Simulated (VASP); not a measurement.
# SnO2 (C222_1) in VASP: a series of runs

The runs below take SnO2 through single point, with PBE+D3(BJ).

All numbers are computed with VASP 6.6.1; they aren't measurements. Logs are shortened: lines on timing, memory, paths and dates and some standing lists are left out, and cuts for length are marked.

## Step 1: The cell of the first run

It takes space group C222_1 (No. 20, orthorhombic). Conventional cell: a = 3.158 Å, b = 5.469 Å, c = 10.164 Å, α = 90.00°, β = 90.00°, γ = 90.00°. Within 2.7 Å of Sn (site symmetry 2) lie 6 O at 2.07 to 2.08 Å. Within 2.8 Å of O (site symmetry 1) lie 3 Sn at 2.07 to 2.08 Å and 3 O at 2.70 Å.

## Step 2: Single point, PBE+D3(BJ) (atoms displaced along a vibrational mode, the cell strained)

INCAR reads:

```
SYSTEM = SnO2
PREC     = Accurate       ! precision mode
ENCUT    = 520            ! plane-wave cutoff, eV
EDIFF    = 1E-6           ! SCF threshold, eV
ISMEAR   = 0              ! smearing method
SIGMA    = 0.05           ! smearing width, eV
LREAL    = .False.        ! projectors in reciprocal space
LASPH    = .True.         ! aspherical terms in the spheres
NELM     = 100            ! most SCF steps
ALGO     = Normal         ! electronic algorithm
ISIF     = 2              ! what is computed and relaxed
LWAVE    = .False.        ! write WAVECAR
LCHARG   = .False.        ! write CHGCAR
GGA      = PE             ! functional
IVDW     = 12             ! dispersion correction
NBANDS   = 35             ! bands
```

KPOINTS reads:

```
regular mesh
0
Gamma
  12 12 4
  0 0 0
```

POSCAR reads:

```
SnO2
1.0
    3.1576622583      0.0000000000      0.0000000000
   -1.5788311291      2.7346157322      0.0000000000
    0.0000000000      0.0000000000     10.1640545523
Sn O
2 4
Direct
   -0.1949774738      0.0000000000      0.5000000000
    0.1949774738      0.0000000000      0.0000000000
    0.4692382690      0.3333333333      0.4018520904
    0.8640950643      0.3333333333      0.0981479096
    0.1359049357      0.6666666667      0.5981479096
    0.5307617310      0.6666666667      0.9018520904
```

Potentials or basis: VASP PAW PBE potentials, release 64 (Sn_d, O).

The run is started by

```console
> cat potpaw_PBE.64/Sn_d/POTCAR potpaw_PBE.64/O/POTCAR > POTCAR
> mpirun -np 1 vasp_std > vasp.out
```

OUTCAR:

```text
SYSTEM = SnO2
   PREC = Accurate
   ENCUT = 520
   EDIFF = 1E-6
   ISMEAR = 0
   LREAL = .False.
   LASPH = .True.
   NELM = 100
   ISIF = 2
   GGA = PE
   IVDW = 12
 IVDW          = 12

 ion  position               nearest neighbor table
   1  0.805  0.000  0.500-   5 2.07   3 2.07   5 2.08   3 2.08   3 2.08   5 2.08
   2  0.195  0.000  0.000-   4 2.07   6 2.07   4 2.08   6 2.08   6 2.08   4 2.08
   3  0.469  0.333  0.402-   1 2.07   1 2.08   1 2.08
   4  0.864  0.333  0.098-   2 2.07   2 2.08   2 2.08
   5  0.136  0.667  0.598-   1 2.07   1 2.08   1 2.08
   6  0.531  0.667  0.902-   2 2.07   2 2.08   2 2.08

  LATTYP: Found a hexagonal cell.
 ALAT       =     3.1576622583
 C/A-ratio  =     3.2188542412

  Lattice vectors:

 A1 = (   3.1576622583,   0.0000000000,   0.0000000000)
 A2 = (  -1.5788311291,   2.7346157322,   0.0000000000)
 A3 = (   0.0000000000,   0.0000000000,  10.1640545523)

Analysis of symmetry for initial positions (statically):
=====================================================================
 Subroutine PRICEL returns:
 Original cell was already a primitive cell.

 Routine SETGRP: Setting up the symmetry group for a
 hexagonal supercell.

 Subroutine GETGRP returns: Found  4 space group operations
 (whereof  2 operations were pure point group operations)
 out of a pool of 24 trial point group operations.

The static configuration has the point symmetry C_2 .
 The point group associated with its full space group is D_2 .

Analysis of symmetry for dynamics (positions and initial velocities):
=====================================================================
 Subroutine PRICEL returns:
 Original cell was already a primitive cell.

 Routine SETGRP: Setting up the symmetry group for a
 hexagonal supercell.

 Subroutine GETGRP returns: Found  4 space group operations
 (whereof  2 operations were pure point group operations)
 out of a pool of 24 trial point group operations.

The dynamic configuration has the point symmetry C_2 .
 The point group associated with its full space group is D_2 .

 Subroutine INISYM returns: Found  4 space group operations
 (whereof  2 operations are pure point group operations),
 and found     1 'primitive' translations

----------------------------------------------------------------------------------------

                                     Primitive cell

  volume of cell :      87.7665

  direct lattice vectors                    reciprocal lattice vectors
     3.157662258  0.000000000  0.000000000     0.316689981  0.182841046  0.000000000
    -1.578831129  2.734615732  0.000000000     0.000000000  0.365682091  0.000000000
     0.000000000  0.000000000 10.164054552     0.000000000  0.000000000  0.098385934

  length of vectors
     3.157662258  3.157662258 10.164054552     0.365682091  0.365682091  0.098385934

  position of ions in fractional coordinates (direct lattice)
     0.805022526  0.000000000  0.500000000
     0.194977474  0.000000000  0.000000000
     0.469238269  0.333333333  0.401852090
     0.864095064  0.333333333  0.098147910
     0.135904936  0.666666667  0.598147910
     0.530761731  0.666666667  0.901852090

  ion indices of the primitive-cell ions
   primitive index   ion index
                 1           1
                 2           2
                 3           3
                 4           4
                 5           5
                 6           6

----------------------------------------------------------------------------------------

 KPOINTS: regular mesh

Automatic generation of k-mesh.
 Grid dimensions read from file:
 generate k-points for:   12   12    4

 Generating k-lattice:

  Cartesian coordinates                     Fractional coordinates (reciprocal lattice)
     0.026390832  0.015236754  0.000000000     0.083333333  0.000000000  0.000000000
     0.000000000  0.030473508  0.000000000     0.000000000  0.083333333  0.000000000
     0.000000000  0.000000000  0.024596483     0.000000000  0.000000000  0.250000000

  Length of vectors
     0.030473508  0.030473508  0.024596483

  Shift w.r.t. Gamma in fractional coordinates (k-lattice)
     0.000000000  0.000000000  0.000000000

 Subroutine IBZKPT returns following result:
 ===========================================

 Found    129 irreducible k-points:

 Following reciprocal coordinates:
            Coordinates               Weight
  0.000000  0.000000  0.000000      1.000000
  0.083333 -0.000000  0.000000      4.000000
  0.000000  0.083333  0.000000      2.000000
  0.166667  0.000000  0.000000      4.000000
  0.000000  0.166667  0.000000      2.000000
  0.250000  0.000000  0.000000      4.000000
[... 16 lines left out ...]
 -0.083333  0.416667  0.000000      4.000000
 -0.416667  0.333333  0.000000      4.000000
 [... further k-points ...]
   k-points           NKPTS =    129   k-points in BZ     NKDIM =    129   number of bands    NBANDS=     35
   number of dos      NEDOS =    301   number of ions     NIONS =      6
   total plane-waves  NPLWV =  46080
   dimension x,y,z NGX =    24 NGY =   24 NGZ =   80
   dimension x,y,z NGXF=    48 NGYF=   48 NGZF=  160
   ions per type =               2   4
   NGX,Y,Z   is equivalent  to a cutoff of  12.64, 12.64, 13.09 a.u.
   NGXF,Y,Z  is equivalent  to a cutoff of  25.27, 25.27, 26.17 a.u.
 SYSTEM =  SnO2
   PREC   = accura    normal or accurate (medium, high low for compatibility)
   ISTART =      0    job   : 0-new  1-cont  2-samecut
   ICHARG =      2    charge: 1-file 2-atom 10-const
   ISPIN  =      1    spin polarized calculation?
   LNONCOLLINEAR =      F non collinear calculations
   LSORBIT =      F    spin-orbit coupling
   LASPH  =      T    aspherical Exc in radial PAW
   ENCUT  =  520.0 eV  38.22 Ry    6.18 a.u.   5.87  5.87 18.90*2*pi/ulx,y,z
   NELM   =    100;   NELMIN=  2; NELMDL= -5     # of ELM steps
   EDIFF  = 0.1E-05   stopping-criterion for ELM
   LREAL  =      F    real-space projection
   EDIFFG = 0.1E-04   stopping-criterion for IOM
   NSW    =      0    number of steps for IOM
   IBRION =     -1    ionic relax: 0-MD 1-quasi-New 2-CG
   NFREE  =      0    steps in history (QN), initial steepest desc. (CG)
   ISIF   =      2    stress and relaxation
   ISYM   =      2    0-nonsym 1-usesym 2-fastsym
   POTIM  = 0.5000    time-step for ionic-motion
   TEBEG  =    0.0;   TEEND  =   0.0 temperature during run
   PSTRESS=    0.0 pullay stress
   NELECT =      52.0000    total number of electrons
   NUPDOWN=      -1.0000    fix difference up-down
   EMIN   =  10.00;   EMAX   =-10.00  energy-range for DOS
   EFERMI =   0.00;   METHOD = LEGACY
   ISMEAR =     0;   SIGMA  =   0.05  broadening in eV -4-tet -1-fermi 0-gaus
   EFERMI_NEDOS =   21; number of points for ismear=-14 and -15
   IALGO  =     38    algorithm
   IMIX   =      4    mixing-type and parameters
     AMIX     =   0.40;   BMIX     =  1.00
     AMIX_MAG =   1.60;   BMIX_MAG =  1.00
  volume/ion in A,a.u.               =      14.63        98.71
  Fermi-wavevector in a.u.,A,eV,Ry     =   1.374990  2.598355 25.723150  1.890598
  Thomas-Fermi vector in A             =   2.500367
   LORBIT       =      0    0 simple, 1 ext, 2 COOP (PROOUT), +10 PAW based schemes
   GGA     = PE    functional components
   LHFCALC =     F    Hartree Fock is set to
   AEXX    =    0.0000 exact exchange contribution
   IVDW    =    12    specifies the selected vdW correction
   LEPSILON=     F    determine dielectric tensor
   LRPA    =     F    only Hartree local field effects (RPA)
 non-spin polarized calculation
 Gauss-broadening in eV      SIGMA  =   0.05
  energy-cutoff  :      520.00
  volume of cell :       87.77
 maximum number of plane-waves:      2386
   NGX = 11   NGY = 11   NGZ = 37

 number of electron      52.0000010 magnetization

 Free energy of the ion-electron system (eV)
  ---------------------------------------------------
  ext. energy  EPLUGINS =         0.00000000
  ---------------------------------------------------
  free energy    TOTEN  =       -36.18467091 eV

  energy without entropy =      -36.18467091  energy(sigma->0) =      -36.18467091

 E-fermi :   3.3669     XC(G=0):  -9.7792

 val. band max:        3.0591361301   @ k =  -0.1667   0.4167   0.0000
 cond. band min:       5.5705398224   @ k =   0.0000   0.0000   0.0000
 fundamental gap:      2.5114036924
 Fermi energy:         3.3669309271

 k-point     1 :       0.0000    0.0000    0.0000
  band No.  band energies     occupation
      1     -16.9725      2.00000
      2     -16.9703      2.00000
      3     -16.6442      2.00000
      4     -16.6441      2.00000
      5     -16.6440      2.00000
      6     -16.6439      2.00000
[... 27 lines left out ...]
     34      14.8504      0.00000
     35      14.8934      0.00000

 k-point     2 :       0.0833   -0.0000    0.0000
  band No.  band energies     occupation
      1     -16.9329      2.00000
      2     -16.9311      2.00000
      3     -16.7165      2.00000
      4     -16.7158      2.00000
      5     -16.6256      2.00000
      6     -16.6255      2.00000
[... 27 lines left out ...]
     34      14.9625      0.00000
     35      15.0282      0.00000

 k-point     3 :       0.0000    0.0833    0.0000
  band No.  band energies     occupation
      1     -16.9330      2.00000
      2     -16.9311      2.00000
      3     -16.7170      2.00000
      4     -16.7161      2.00000
      5     -16.6252      2.00000
      6     -16.6251      2.00000
[... 27 lines left out ...]
     34      14.9376      0.00000
     35      15.0061      0.00000
[... 723 lines left out ...]
 k-point    23 :      -0.0833    0.4167    0.0000
  band No.  band energies     occupation
      1     -17.4914      2.00000
      2     -17.4870      2.00000
      3     -16.6164      2.00000
      4     -16.6157      2.00000
      5     -16.5435      2.00000
      6     -16.5430      2.00000
[... 27 lines left out ...]
     34      15.3455      0.00000
     35      15.4672      0.00000

 k-point    24 :      -0.4167    0.3333    0.0000
  band No.  band energies     occupation
      1     -17.4900      2.00000
      2     -17.4876      2.00000
      3     -16.6165      2.00000
      4     -16.6160      2.00000
      5     -16.5440      2.00000
      6     -16.5438      2.00000
[... 27 lines left out ...]
     34      15.3072      0.00000
     35      15.4386      0.00000

 [... further k-points ...]

------------------------ aborting loop because EDIFF is reached ----------------------------------------

 Edisp (eV)   -1.04213

 E8    (eV) :    -0.4085

  FORCE on cell =-STRESS in cart. coord.  units (eV):
  Direction    XX          YY          ZZ          XY          YZ          ZX
  --------------------------------------------------------------------------------------
  -------------------------------------------------------------------------------------
  Total       5.85022     5.63312     1.94880     0.00000     0.00000     0.00000
  in kB     106.79571   102.83247    35.57532     0.00000     0.00000     0.00000
  external pressure =       81.73 kB  Pullay stress =        0.00 kB

 VOLUME and BASIS-vectors are now :
 -----------------------------------------------------------------------------
  energy-cutoff  :      520.00
  volume of cell :       87.77
      direct lattice vectors                 reciprocal lattice vectors
     3.157662258  0.000000000  0.000000000     0.316689981  0.182841046  0.000000000
    -1.578831129  2.734615732  0.000000000     0.000000000  0.365682091  0.000000000
     0.000000000  0.000000000 10.164054552     0.000000000  0.000000000  0.098385934

 POSITION                                       TOTAL-FORCE (eV/Angst)
 -----------------------------------------------------------------------------------
      2.54199      0.00000      5.08203        -0.142774     -0.000000      0.000000
      0.61567      0.00000      0.00000         0.142774     -0.000000      0.000000
      0.95542      0.91154      4.08445         0.049626     -0.007356     -0.718640
      2.20224      0.91154      0.99758        -0.049626     -0.007356      0.718640
     -0.62341      1.82308      6.07961         0.049626      0.007356      0.718640
      0.62341      1.82308      9.16647        -0.049626      0.007356     -0.718640
 -----------------------------------------------------------------------------------
    total drift:                               -0.000000     -0.000000     -0.000000

  FREE ENERGIE OF THE ION-ELECTRON SYSTEM (eV)
  ---------------------------------------------------
  free  energy   TOTEN  =       -37.2267959412 eV

  energy  without entropy=      -37.2267959412  energy(sigma->0) =      -37.22679594
```

It took 8.3 min on 1 thread of Intel Xeon 8259CL, shared host; peak memory 0.43 GiB.

Results:

* Free energy: -37.2268 eV
* Pressure: 8.2 GPa
* Largest force: 0.720 eV/Å
* Band gap on the k mesh: 2.51 eV (least direct gap 2.89 eV)
* Dispersion energy per atom: -0.174 eV

Forces on the atoms (eV/Å):
```
Sn  -0.143  0.000  0.000
Sn   0.143  0.000  0.000
O    0.050 -0.007 -0.719
O   -0.050 -0.007  0.719
O    0.050  0.007  0.719
O   -0.050  0.007 -0.719
```

Caveat: the cell differs from its parent crystal (atoms displaced along a vibrational mode, the cell strained); the stress differs along the axes, from 4 to 11 GPa; spin-orbit coupling is left out, which moves the levels of the heavy elements.

[end of part 1 of 2]
